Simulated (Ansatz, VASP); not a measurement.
# Two plane-wave programs on Al2Pt

```
Al Pt
1.0
     0.00000    2.91251    2.91251
     2.91251    0.00000    2.91251
     2.91251    2.91251    0.00000
Al Pt
2 1
Cartesian
  1.4563 1.4563 1.4563
  4.3688 4.3688 4.3688
  0.0000 0.0000 0.0000
```

Alike in both runs: task single point; functional PBE; k mesh 12 × 12 × 12; occupations gaussian, width 0.1 eV; no spin polarisation.

|  | VASP | Ansatz |
| --- | --- | --- |
| version | VASP 6.6.1 | Ansatz 0.2.0 |
| potentials or method | VASP PAW PBE potentials, release 64 (Al, Pt), cutoff 520 eV | scalar-relativistic, plane waves, PAW |
| valence electrons in the cell | 16 | 24 |

VASP gave:

| Quantity | Value |
| --- | --- |
| gap on the k mesh at the Fermi level (eV) | none |
| pressure (GPa) | 9.0 |

Question: Which values does Ansatz return?

Answer: gap on the k mesh at the Fermi level (eV): none; pressure (GPa): 9.2.

A gap of «none» marks a metal or a gap that the smearing closes. With one functional, cell and mesh, what is left measures potentials, basis and numerics. VASP's potentials hold 16 valence electrons a cell and Ansatz's 24, so a difference there can come from the potentials and not from the codes.

Spin-orbit coupling is off throughout.
